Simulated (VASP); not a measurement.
# GeW2 (I4/mmm) in VASP: single point with PBE

Aim: the single point of GeW2 with PBE.

All numbers are computed with VASP 6.6.1; they aren't measurements. Logs are shortened: lines on timing, memory, paths and dates and some standing lists are left out, and cuts for length are marked.

## (1) The cell of the first run

It takes space group I4/mmm (No. 139, tetragonal). The conventional cell has a = 3.265 Å, b = 3.265 Å, c = 8.788 Å, α = 90.00°, β = 90.00°, γ = 90.00°. Within 3.6 Å of Ge (site symmetry 4/mmm) lie 10 W at 2.74 to 2.93 Å and 4 Ge at 3.26 Å. W (site symmetry 4mm) has 9 W at 2.73 to 3.26 Å and 5 Ge at 2.74 to 2.93 Å within 3.6 Å.

## (2) Single point, PBE

INCAR

```
  PREC = Accurate
  ENCUT = 520
  EDIFF = 1E-6
  ISMEAR = 0
  SIGMA = 0.1
  LREAL = False
  LASPH = True
  NELM = 60
  ALGO = Fast
  ISIF = 2
  LWAVE = False
  LCHARG = False
  GGA = PE
  NBANDS = 28
```

KPOINTS

```
regular mesh
0
Gamma
  20 20 20
```

POSCAR

```
GeW2
1.0
   -1.6323275153      1.6323275153      4.3941717955
    1.6323275153     -1.6323275153      4.3941717955
    1.6323275153      1.6323275153     -4.3941717955
Ge W
1 2
Direct
    0.0000000000      0.0000000000      0.0000000000
    0.6671264931      0.6671264931      0.0000000000
    0.3328735069      0.3328735069      0.0000000000
```

Potentials or basis: VASP PAW PBE potentials, release 64 (Ge_d, W_sv).

Launch:

```bash
cat potpaw_PBE.64/Ge_d/POTCAR potpaw_PBE.64/W_sv/POTCAR > POTCAR
mpirun -np 1 vasp_std > vasp.out
```

OUTCAR:

```text
PREC = Accurate
   ENCUT = 520
   EDIFF = 1E-6
   ISMEAR = 0
   LREAL = False
   LASPH = True
   NELM = 60
   ISIF = 2
   GGA = PE

 ion  position               nearest neighbor table
   1  0.000  0.000  0.000-   2 2.74   2 2.74   2 2.74   3 2.74   2 2.74   3 2.74   3 2.74   3 2.74
                             2 2.93   3 2.93
   2  0.667  0.667  0.000-   3 2.73   3 2.73   3 2.73   3 2.73   1 2.74   1 2.74   1 2.74   1 2.74
                             1 2.93   3 2.94
   3  0.333  0.333  0.000-   2 2.73   2 2.73   2 2.73   2 2.73   1 2.74   1 2.74   1 2.74   1 2.74
                             1 2.93   2 2.94

  LATTYP: Found a body centered tetragonal cell.
 ALAT       =     3.2646550306
 C/A-ratio  =     2.6919669946

  Lattice vectors:

 A1 = (  -1.6323275153,   1.6323275153,   4.3941717955)
 A2 = (   1.6323275153,  -1.6323275153,   4.3941717955)
 A3 = (   1.6323275153,   1.6323275153,  -4.3941717955)

Analysis of symmetry for initial positions (statically):
=====================================================================
 Subroutine PRICEL returns:
 Original cell was already a primitive cell.

 Routine SETGRP: Setting up the symmetry group for a
 body centered tetragonal supercell.

 Subroutine GETGRP returns: Found 16 space group operations
 (whereof 16 operations were pure point group operations)
 out of a pool of 16 trial point group operations.

The static configuration has the point symmetry D_4h.

Analysis of symmetry for dynamics (positions and initial velocities):
=====================================================================
 Subroutine PRICEL returns:
 Original cell was already a primitive cell.

 Routine SETGRP: Setting up the symmetry group for a
 body centered tetragonal supercell.

 Subroutine GETGRP returns: Found 16 space group operations
 (whereof 16 operations were pure point group operations)
 out of a pool of 16 trial point group operations.

The dynamic configuration has the point symmetry D_4h.

 Subroutine INISYM returns: Found 16 space group operations
 (whereof 16 operations are pure point group operations),
 and found     1 'primitive' translations

----------------------------------------------------------------------------------------

                                     Primitive cell

  volume of cell :      46.8330

  direct lattice vectors                    reciprocal lattice vectors
    -1.632327515  1.632327515  4.394171796     0.000000000  0.306311077  0.113787085
[... 89 lines left out ...]
   LREAL  =      F    real-space projection
   EDIFFG = 0.1E-04   stopping-criterion for IOM
   NSW    =      0    number of steps for IOM
   IBRION =     -1    ionic relax: 0-MD 1-quasi-New 2-CG
   NFREE  =      0    steps in history (QN), initial steepest desc. (CG)
   ISIF   =      2    stress and relaxation
   ISYM   =      2    0-nonsym 1-usesym 2-fastsym
   POTIM  = 0.5000    time-step for ionic-motion
   TEBEG  =    0.0;   TEEND  =   0.0 temperature during run
   PSTRESS=    0.0 pullay stress
   NELECT =      42.0000    total number of electrons
   NUPDOWN=      -1.0000    fix difference up-down
   EMIN   =  10.00;   EMAX   =-10.00  energy-range for DOS
   EFERMI =   0.00;   METHOD = LEGACY
   ISMEAR =     0;   SIGMA  =   0.10  broadening in eV -4-tet -1-fermi 0-gaus
   EFERMI_NEDOS =   21; number of points for ismear=-14 and -15
   IALGO  =     68    algorithm
   IMIX   =      4    mixing-type and parameters
     AMIX     =   0.40;   BMIX     =  1.00
     AMIX_MAG =   1.60;   BMIX_MAG =  1.00
  volume/ion in A,a.u.               =      15.61       105.35
  Fermi-wavevector in a.u.,A,eV,Ry     =   1.578728  2.983364 33.910929  2.492383
  Thomas-Fermi vector in A             =   2.679215
   LORBIT       =      0    0 simple, 1 ext, 2 COOP (PROOUT), +10 PAW based schemes
   GGA     = PE    functional components
   LHFCALC =     F    Hartree Fock is set to
   AEXX    =    0.0000 exact exchange contribution
   IVDW    =     0    specifies the selected vdW correction
   LEPSILON=     F    determine dielectric tensor
   LRPA    =     F    only Hartree local field effects (RPA)
 non-spin polarized calculation
 RMM-DIIS sequential band-by-band and
 Gauss-broadening in eV      SIGMA  =   0.10
  energy-cutoff  :      520.00
  volume of cell :       46.83
 maximum number of plane-waves:      1285
 NGX is ok and might be reduce to    40
   NGX = 19   NGY = 19   NGZ = 19

 number of electron      42.0000001 magnetization

 Free energy of the ion-electron system (eV)
  ---------------------------------------------------
  ext. energy  EPLUGINS =         0.00000000
  ---------------------------------------------------
  free energy    TOTEN  =       -29.55809953 eV

  energy without entropy =      -29.54571653  energy(sigma->0) =      -29.55190803

 E-fermi :  10.7891     XC(G=0): -13.2544

 val. band max:       10.7877124324   @ k =  -0.3500   0.1000   0.0500
 cond. band min:      10.7892828070   @ k =  -0.4000  -0.4500   0.4000
 fundamental gap:      0.0015703746
 Fermi energy:        10.7891089890

 k-point     1 :       0.0000    0.0000    0.0000
  band No.  band energies     occupation
      1     -63.2174      2.00000
      2     -63.0817      2.00000
      3     -27.6495      2.00000
      4     -27.6102      2.00000
      5     -27.6102      2.00000
      6     -27.1175      2.00000
[... 733 lines left out ...]
     27      15.5827      0.00000
     28      17.3134      0.00000

 [... further k-points ...]

------------------------ aborting loop because EDIFF is reached ----------------------------------------

  FORCE on cell =-STRESS in cart. coord.  units (eV):
  Direction    XX          YY          ZZ          XY          YZ          ZX
  --------------------------------------------------------------------------------------
  -------------------------------------------------------------------------------------
  Total        0.1290213      0.1290213      0.1048456      0.0000000      0.0000000      0.0000000
  in kB        4.4138770      4.4138770      3.5868170      0.0000000      0.0000000      0.0000000
  external PRESSURE =       4.1381903 kB  Pullay stress =       0.0000000 kB

 VOLUME and BASIS-vectors are now :
 -----------------------------------------------------------------------------
  energy-cutoff  :      520.00
  volume of cell :       46.83
      direct lattice vectors                 reciprocal lattice vectors
    -1.632327515  1.632327515  4.394171796     0.000000000  0.306311077  0.113787085
     1.632327515 -1.632327515  4.394171796     0.306311077  0.000000000  0.113787085
     1.632327515  1.632327515 -4.394171796     0.306311077  0.306311077  0.000000000

 POSITION                                       TOTAL-FORCE (eV/Angst)
 -----------------------------------------------------------------------------------
      0.00000      0.00000      0.00000         0.000000      0.000000      0.000000
      0.00000      0.00000      5.86294        -0.000000     -0.000000     -0.006958
      0.00000      0.00000      2.92541         0.000000      0.000000      0.006958
 -----------------------------------------------------------------------------------
    total drift:                               -0.000000      0.000000      0.000000

  FREE ENERGIE OF THE ION-ELECTRON SYSTEM (eV)
  ---------------------------------------------------
  free  energy   TOTEN  =       -29.5580995257 eV

  energy  without entropy=      -29.5457165332  energy(sigma->0) =      -29.55190803
```

OSZICAR:

```text
N       E                     dE             d eps       ncg     rms          rms(c)
DAV:   1     0.445155521186E+03    0.44516E+03   -0.23651E+04 43592   0.321E+03
DAV:   2     0.995516085676E+01   -0.43520E+03   -0.42516E+03 37228   0.720E+02
DAV:   3    -0.294344238596E+02   -0.39390E+02   -0.38187E+02 40852   0.156E+02
DAV:   4    -0.307057629455E+02   -0.12713E+01   -0.12553E+01 42272   0.275E+01
DAV:   5    -0.307279515363E+02   -0.22189E-01   -0.22170E-01 44960   0.416E+00    0.274E+01
RMM:   6    -0.297457244568E+02    0.98223E+00   -0.15956E+00 46504   0.790E+00    0.112E+01
RMM:   7    -0.295654273263E+02    0.18030E+00   -0.79277E-01 48660   0.610E+00    0.100E+00
RMM:   8    -0.295594588161E+02    0.59685E-02   -0.67238E-02 53917   0.154E+00    0.367E-01
RMM:   9    -0.295578072134E+02    0.16516E-02   -0.11632E-02 53114   0.822E-01    0.128E-01
RMM:  10    -0.295579809593E+02   -0.17375E-03   -0.31866E-03 54410   0.344E-01    0.787E-02
RMM:  11    -0.295580519768E+02   -0.71017E-04   -0.79574E-04 53239   0.162E-01    0.297E-02
RMM:  12    -0.295580856545E+02   -0.33678E-04   -0.33357E-04 54430   0.887E-02    0.156E-02
RMM:  13    -0.295580924380E+02   -0.67835E-05   -0.97198E-05 50313   0.446E-02    0.260E-03
RMM:  14    -0.295580970728E+02   -0.46349E-05   -0.47988E-05 41810   0.226E-02    0.187E-03
RMM:  15    -0.295580986014E+02   -0.15285E-05   -0.16593E-05 36524   0.133E-02    0.763E-04
RMM:  16    -0.295580995257E+02   -0.92429E-06   -0.92348E-06 34972   0.809E-03
   1 F= -.29558100E+02 E0= -.29551908E+02  d E =-.123830E-01
```

It took 60 min on 1 thread of Intel Xeon 8259CL, shared host; peak memory 0.85 GiB.

What came out:

```
Free energy            : -29.5581 eV
Pressure               : 0.4 GPa
Largest force          : 0.007 eV/Å
Band gap on the k mesh : zero (bands 21 and 22 overlap by 1.26 eV)
```

Forces on the atoms (eV/Å):
```
Ge   0.000  0.000  0.000
W    0.000  0.000 -0.007
W    0.000  0.000  0.007
```

Caveat: spin-orbit coupling is left out, which moves the levels of the heavy elements.
